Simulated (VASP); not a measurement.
## Zn3C: single point with PBE

Zn3C:

```
CELL_PARAMETERS angstrom
-2.47304 2.47304 2.47304
2.47304 -2.47304 2.47304
2.47304 2.47304 -2.47304
ATOMIC_POSITIONS crystal
Zn 0.00000 0.50000 0.50000
Zn 0.50000 0.00000 0.50000
Zn 0.50000 0.50000 0.00000
C 0.00000 0.00000 0.00000
```

* Program: VASP 6.6.1
* Task: single point
* Functional: PBE
* Potentials or basis: VASP PAW PBE potentials, release 64 (Zn, C)
* Cutoff: 520 eV
* k mesh: 6 × 6 × 6
* Occupations: gaussian, width 0.1 eV
* Spin: no spin polarisation

| Quantity | Value |
| --- | --- |
| Pressure | -2.4 GPa |
| Band gap on the k mesh | zero (band 20 reaches 3.45 eV, above the bottom of band 21 at -0.40 eV) |

Levels at points of the mesh, in eV from the Fermi level:
```csv
k point,band 18,band 19,band 20,band 21,band 22,band 23
"(0.00, 0.00, 0.00)",-1.20,-1.20,-1.20,1.91,1.91,1.91
"(0.50, 0.00, 0.00)",-2.89,-1.56,-1.35,0.55,2.73,2.79
"(0.50, 0.50, 0.50)",-3.68,-3.68,-2.61,-2.61,3.09,3.09
```

Wall time 11 s on 1 thread of Intel(R) Xeon(R) 6975P-C (Granite Rapids), with other jobs on the host, peak memory 0.18 GiB.
